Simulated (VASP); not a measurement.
A run of VASP 6.6.1 is set up as follows.

Contents of INCAR:

```
ALGO = Normal
EDIFF = 1E-6
ENCUT = 520
GGA = PE
ISIF = 2
ISMEAR = -1
LASPH = T
LCHARG = T
LELF = T
LREAL = F
LVHAR = T
LWAVE = F
NBANDS = 19
NELM = 60
PREC = Accurate
SIGMA = 0.05
```

Contents of KPOINTS:

```
k-points
0
Gamma
  14 14 8
```

The input POSCAR:

```
Cd
1.0
    3.0011065595      0.0000000000      0.0000000000
   -1.5005532798      2.5990345200      0.0000000000
    0.0000000000      0.0000000000      5.2159411116
Cd
2
Direct
    0.3333333333      0.6666666667      0.2500000000
    0.6666666667      0.3333333333      0.7500000000
```

Potentials or basis: VASP PAW PBE potentials, release 64 (Cd).

The run is started by

```bash
$ cat potpaw_PBE.64/Cd/POTCAR > POTCAR
$ mpirun -np 1 vasp_std > vasp.out
```

(1) Estimate the pressure.

(2) Predict the band gap on the k mesh.

## Answers

(1) 6.5 GPa.

(2) zero (bands 12 and 13 overlap by 3.36 eV).

Caveat: the cell stands under pressure.
